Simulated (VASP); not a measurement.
# C in VASP: single point with PBE+D3(BJ)

Aim: the single point of C with PBE+D3(BJ).

Everything below comes from runs of VASP 6.6.1. Logs are shortened: lines on timing, memory, paths and dates and some standing lists are left out, and cuts for length are marked.

## Step 1: The cell of the first run

The cell holds a slab with vacuum, 32 atoms: a = 9.864 Å, b = 9.864 Å, c = 12.000 Å, α = 90.00°, β = 90.00°, γ = 120.00°.

## Step 2: Single point, PBE+D3(BJ)

File INCAR:

```
ALGO = Normal
EDIFF = 1E-6
ENCUT = 520
GGA = PE
ISIF = 2
ISMEAR = -1
IVDW = 12
LASPH = T
LCHARG = F
LREAL = Auto
LWAVE = F
NBANDS = 86
NELM = 100
PREC = Accurate
SIGMA = 0.02
```

File KPOINTS:

```
k-points
0
Gamma
  1 1 1
```

File POSCAR:

```
C
1.0
    9.8640000000      0.0000000000      0.0000000000
   -4.9320000000      8.5424750000      0.0000000000
    0.0000000000      0.0000000000     12.0000000000
C
32
Direct
   -0.0150545371     -0.0236816613      0.1363416667
    0.1486198828      0.0627101630      0.1107833333
   -0.0236821861      0.2242090261      0.1157583333
    0.1479457608      0.3105306132      0.1083916667
   -0.0304171146      0.4669841000      0.0781916667
    0.1381000729      0.5533290996      0.0776166667
   -0.0170964493      0.7354543033      0.0930916667
    0.1568951828      0.8175616551      0.0807916667
    0.2259423844     -0.0243723277      0.0893333333
    0.4014654891      0.0626633382      0.0910166667
    0.2330093745      0.2257308333      0.1017833333
    0.3964851709      0.3064334400      0.0833666667
    0.2278737691      0.4702852511      0.0994333333
    0.3906632744      0.5530013257      0.0918500000
    0.2266953048      0.7197328643      0.0735916667
    0.3987394374      0.8064407563      0.0884416667
    0.4766569056     -0.0259643722      0.1015333333
    0.6409216326      0.0529705969      0.1093666667
    0.4769108455      0.2209546999      0.0949500000
    0.6413257505      0.3074284677      0.0884083333
    0.4808438145      0.4767119599      0.0875916667
    0.6481633817      0.5594046222      0.1039583333
    0.4822909092      0.7204820617      0.0968583333
    0.6430755462      0.8002832903      0.0930666667
    0.7227057301     -0.0305415000      0.0944166667
    0.8885028828      0.0537900316      0.1267166667
    0.7190126526      0.2188241698      0.1050166667
    0.8872473006      0.3076860043      0.0967583333
    0.7345418126      0.4756935197      0.0993583333
    0.9078577498      0.5652694330      0.0926000000
    0.7340007738      0.7248953026      0.1114666667
    0.9028345919      0.8133942446      0.1198166667
```

Potentials or basis: VASP PAW PBE potentials, release 64 (C).

The run is started by

```bash
$ cat potpaw_PBE.64/C/POTCAR > POTCAR
$ mpirun -np 1 vasp_gam > vasp.out
```

OUTCAR:

```text
EDIFF = 1E-6
   ENCUT = 520
   GGA = PE
   ISIF = 2
   ISMEAR = -1
   IVDW = 12
   LASPH = T
   LREAL = Auto
   NELM = 100
   PREC = Accurate
 IVDW          = 12

 ion  position               nearest neighbor table
   1  0.985  0.976  0.136-  32 1.41   2 1.43  26 1.49
   2  0.149  0.063  0.111-  11 1.40   9 1.43   1 1.43
   3  0.976  0.224  0.116-  26 1.46   4 1.47  28 1.49
   4  0.148  0.311  0.108-  13 1.37  11 1.45   3 1.47
   5  0.970  0.467  0.078-  28 1.38  30 1.39   6 1.44
   6  0.138  0.553  0.078-  15 1.42   5 1.44  13 1.50
[... 24 lines left out ...]
  31  0.734  0.725  0.111-  22 1.42  24 1.44  32 1.45
  32  0.903  0.813  0.120-   7 1.39   1 1.41  31 1.45

  LATTYP: Found a hexagonal cell.
 ALAT       =     9.8640000000
 C/A-ratio  =     1.2165450122

  Lattice vectors:

 A1 = (   9.8640000000,   0.0000000000,   0.0000000000)
 A2 = (  -4.9320000000,   8.5424750000,   0.0000000000)
 A3 = (   0.0000000000,   0.0000000000,  12.0000000000)

Analysis of symmetry for initial positions (statically):
=====================================================================
 Subroutine PRICEL returns:
 Original cell was already a primitive cell.

 Routine SETGRP: Setting up the symmetry group for a
 hexagonal supercell.

 Subroutine GETGRP returns: Found  1 space group operations
 (whereof  1 operations were pure point group operations)
 out of a pool of 24 trial point group operations.

The static configuration has the point symmetry C_1 .

Analysis of symmetry for dynamics (positions and initial velocities):
=====================================================================
 Subroutine PRICEL returns:
 Original cell was already a primitive cell.

 Routine SETGRP: Setting up the symmetry group for a
 hexagonal supercell.

 Subroutine GETGRP returns: Found  1 space group operations
 (whereof  1 operations were pure point group operations)
 out of a pool of 24 trial point group operations.

The dynamic configuration has the point symmetry C_1 .

 Subroutine INISYM returns: Found  1 space group operations
 (whereof  1 operations are pure point group operations),
 and found     1 'primitive' translations

----------------------------------------------------------------------------------------

[... 130 lines left out ...]
   EDIFFG = 0.1E-04   stopping-criterion for IOM
   NSW    =      0    number of steps for IOM
   IBRION =     -1    ionic relax: 0-MD 1-quasi-New 2-CG
   NFREE  =      0    steps in history (QN), initial steepest desc. (CG)
   ISIF   =      2    stress and relaxation
   ISYM   =      2    0-nonsym 1-usesym 2-fastsym
   POTIM  = 0.5000    time-step for ionic-motion
   TEBEG  =    0.0;   TEEND  =   0.0 temperature during run
   PSTRESS=    0.0 pullay stress
   NELECT =     128.0000    total number of electrons
   NUPDOWN=      -1.0000    fix difference up-down
   EMIN   =  10.00;   EMAX   =-10.00  energy-range for DOS
   EFERMI =   0.00;   METHOD = LEGACY
   ISMEAR =    -1;   SIGMA  =   0.02  broadening in eV -4-tet -1-fermi 0-gaus
   EFERMI_NEDOS =   21; number of points for ismear=-14 and -15
   IALGO  =     38    algorithm
   IMIX   =      4    mixing-type and parameters
     AMIX     =   0.40;   BMIX     =  1.00
     AMIX_MAG =   1.60;   BMIX_MAG =  1.00
  volume/ion in A,a.u.               =      31.60       213.24
  Fermi-wavevector in a.u.,A,eV,Ry     =   0.822001  1.553356  9.193253  0.675685
  Thomas-Fermi vector in A             =   1.933259
   LORBIT       =      0    0 simple, 1 ext, 2 COOP (PROOUT), +10 PAW based schemes
   GGA     = PE    functional components
   LHFCALC =     F    Hartree Fock is set to
   AEXX    =    0.0000 exact exchange contribution
   IVDW    =    12    specifies the selected vdW correction
   LEPSILON=     F    determine dielectric tensor
   LRPA    =     F    only Hartree local field effects (RPA)
 non-spin polarized calculation
  energy-cutoff  :      520.00
  volume of cell :     1011.16
 maximum number of plane-waves:     13637
 NGX is ok and might be reduce to    80
   NGX = 37   NGY = 37   NGZ = 45

 number of electron     128.0000001 magnetization

 Free energy of the ion-electron system (eV)
  ---------------------------------------------------
  ext. energy  EPLUGINS =         0.00000000
  ---------------------------------------------------
  free energy    TOTEN  =      -292.21980944 eV

  energy without entropy =     -292.21980944  energy(sigma->0) =     -292.21980944

 E-fermi :  -3.3141     XC(G=0):  -3.5977

 val. band max:       -3.8597845191   @ k =   0.0000   0.0000   0.0000
 cond. band min:      -0.3742628253   @ k =   0.0000   0.0000   0.0000
 fundamental gap:      3.4855216938
 Fermi energy:        -3.3140840003

 k-point     1 :       0.0000    0.0000    0.0000
  band No.  band energies     occupation
      1     -21.2182      2.00000
      2     -19.9370      2.00000
      3     -19.8762      2.00000
      4     -19.8181      2.00000
      5     -19.7939      2.00000
      6     -19.5708      2.00000
[... 68 lines left out ...]
     75       2.6043      0.00000
     76       3.3728      0.00000
 [bands above 76 left out]

------------------------ aborting loop because EDIFF is reached ----------------------------------------

 Edisp (eV)   -2.84231

 E8    (eV) :    -0.8855

  FORCE on cell =-STRESS in cart. coord.  units (eV):
  Direction    XX          YY          ZZ          XY          YZ          ZX
  --------------------------------------------------------------------------------------
  -------------------------------------------------------------------------------------
  Total     -10.58543    -0.61802    -3.67202    -0.35122    -0.04892    -2.31290
  in kB     -16.77262    -0.97925    -5.81831    -0.55651    -0.07752    -3.66480
  external pressure =       -7.86 kB  Pullay stress =        0.00 kB

 VOLUME and BASIS-vectors are now :
 -----------------------------------------------------------------------------
  energy-cutoff  :      520.00
  volume of cell :     1011.16
      direct lattice vectors                 reciprocal lattice vectors
     9.864000000  0.000000000  0.000000000     0.101378751  0.058531046  0.000000000
    -4.932000000  8.542475000  0.000000000     0.000000000  0.117062093  0.000000000
     0.000000000  0.000000000 12.000000000     0.000000000  0.000000000  0.083333333

 POSITION                                       TOTAL-FORCE (eV/Angst)
 -----------------------------------------------------------------------------------
      4.90030      8.34018      1.63610        -2.310655      1.294529     -2.075064
      1.15670      0.53570      1.32940        -0.061262     -1.682216      0.357829
      8.52460      1.91530      1.38910        -0.812881      0.046738     -0.505873
     -0.07220      2.65270      1.30070        -0.591179     -2.987036      0.311585
      7.26080      3.98920      0.93830         2.287676      3.058019      0.690221
     -1.36680      4.72680      0.93140         2.162095     -0.737792      0.771378
[... 24 lines left out ...]
      3.66500      6.19240      1.33760        -1.015072      0.181141     -0.552691
      4.89390      6.94840      1.43780        -0.956649     -0.911028     -0.281434
 -----------------------------------------------------------------------------------
    total drift:                                0.017976     -0.008464      0.009395

  FREE ENERGIE OF THE ION-ELECTRON SYSTEM (eV)
  ---------------------------------------------------
  free  energy   TOTEN  =      -295.0621187918 eV

  energy  without entropy=     -295.0621187918  energy(sigma->0) =     -295.06211879
```

OSZICAR:

```text
N       E                     dE             d eps       ncg     rms          rms(c)
DAV:   1     0.121927773352E+04    0.12193E+04   -0.58807E+04   180   0.125E+03
DAV:   2    -0.131830181097E+03   -0.13511E+04   -0.12809E+04   256   0.295E+02
DAV:   3    -0.306085749433E+03   -0.17426E+03   -0.17301E+03   208   0.115E+02
[... 14 lines left out ...]
DAV:  18    -0.292219765415E+03   -0.18842E-03   -0.14438E-05   160   0.766E-03    0.116E-03
DAV:  19    -0.292219799815E+03   -0.34401E-04   -0.19693E-06   152   0.312E-03    0.673E-04
DAV:  20    -0.292219806017E+03   -0.62021E-05   -0.22877E-07   128   0.132E-03    0.360E-04
DAV:  21    -0.292219808981E+03   -0.29636E-05   -0.22300E-07   128   0.106E-03    0.106E-04
DAV:  22    -0.292219809440E+03   -0.45870E-06   -0.48004E-08   144   0.579E-04
   1 F= -.29506212E+03 E0= -.29506212E+03  d E =-.269008E-11
```

stdout:

```text
POSCAR found type information on POSCAR C
 POSCAR found :  1 types and      32 ions
 scaLAPACK will be used
 LDA part: xc-table for (Slater+PW92), standard interpolation
 POSCAR, INCAR and KPOINTS ok, starting setup
 FFT: planning ... GRIDC
 FFT: planning ... GRID_SOFT
 FFT: planning ... GRID
 WAVECAR not read
 entering main loop
```

It took 5.8 min on 1 thread of AMD EPYC 7R43 (Zen 3), shared host; peak memory 0.94 GiB.

What came out:

- Free energy: -295.0621 eV
- Largest force: 4.905 eV/Å
- Band gap on the k mesh: 3.49 eV
- Dispersion energy per atom: -0.089 eV

Forces on the atoms (eV/Å):
```
C   -2.311  1.295 -2.075
C   -0.061 -1.682  0.358
C   -0.813  0.047 -0.506
C   -0.591 -2.987  0.312
C    2.288  3.058  0.690
C    2.162 -0.738  0.771
C    3.826 -1.885  0.312
C   -3.157 -3.597  0.225
C    3.017  3.096  0.488
C   -2.583 -3.464  0.533
C   -1.349  1.047 -0.019
C   -0.327  0.890  1.256
C   -2.613  2.163 -1.667
C    2.082  1.155  0.483
C    1.138  1.688  0.815
C   -1.168 -0.985  0.268
C    0.577 -1.270 -0.900
C    0.045  0.319 -1.316
C   -0.256  3.156 -1.534
C    1.882  0.219  2.132
C    0.244 -1.406  0.576
C    0.986 -0.427 -0.735
C   -3.120 -0.458 -1.308
C    1.845  1.947  1.355
C    1.657  0.344  2.873
C    1.304  0.970 -1.360
C    1.313  1.621 -0.964
C    1.669 -3.158  0.866
C   -0.919  0.631 -0.528
C   -4.796 -0.859 -0.569
C   -1.015  0.181 -0.553
C   -0.957 -0.911 -0.281
```

Caveat: the k points lie up to 0.74 Å⁻¹ apart.
